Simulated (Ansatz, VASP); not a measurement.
One calculation of La3SnC, two programs

File INCAR:

```
SYSTEM = La3SnC
PREC = Accurate ; ENCUT = 520
EDIFF = 1E-7 ; ISMEAR = -1
SIGMA = 0.05 ; LREAL = .False.
LASPH = .True. ; NELM = 80
ALGO = Normal ; ISIF = 2
LWAVE = .False. ; LCHARG = .True.
GGA = CA ; LELF = .True.
LVHAR = .True. ; NBANDS = 34
```

File KPOINTS:

```
Automatic mesh
0
Gamma
  4 4 4
  0 0 0
```

The input POSCAR:

```
La3SnC
1.0
    5.2202995700      0.0000000000      0.0000000000
    0.0000000000      5.2202995700      0.0000000000
    0.0000000000      0.0000000000      5.2202995700
La Sn C
3 1 1
Direct
    0.5000000000      0.0000000000      0.0047889972
    0.0000000000      0.5000000000      0.0000000000
    0.0000000000      0.0000000000      0.5000000000
    0.5000000000      0.5000000000      0.5000000000
    0.0000000000      0.0000000000      0.0000000000
```

Input for Ansatz:

```yaml
crystal:
  lattice:
    - [5.22029957, 0.0, 0.0]
    - [0.0, 5.22029957, 0.0]
    - [0.0, 0.0, 5.22029957]
  atoms:
    - { symbol: La, position: [0.5, 0.0, 0.0047889971954234055] }
    - { symbol: La, position: [0.0, 0.5, 0.0] }
    - { symbol: La, position: [0.0, 0.0, 0.5] }
    - { symbol: Sn, position: [0.5, 0.5, 0.5] }
    - { symbol: C, position: [0.0, 0.0, 0.0] }
basis:
  ecutwfc: 476.19925930478996
kpoints:
  mp_grid:
    grid: [4, 4, 4]
hamiltonian:
  xc: lda
scf:
  max_iter: 70
  occupations:
    method: fermi_dirac
    width: 0.05
output:
  forces: true
```

Alike in both runs: task single point; functional LDA; k mesh 4 × 4 × 4; occupations fermi-dirac, width 0.05 eV; no spin polarisation.

|  | VASP | Ansatz |
| --- | --- | --- |
| version | VASP 6.6.1 | Ansatz 0.2.0 |
| potentials or method | VASP PAW LDA potentials, release 64 (La, Sn_d, C), cutoff 520 eV | plane waves, PAW |
| valence electrons in the cell | 51 | 51 |

```csv
,VASP,Ansatz,Ansatz less VASP
rms of the force components (eV/Å),0.026,0.026,0.0000
```

LDA's correlation is that of Perdew and Zunger in VASP and of Perdew and Wang (1992) in Ansatz. Atom by atom the forces differ by 0.000 eV/Å (rms over components).

Neither program's run includes spin-orbit coupling.
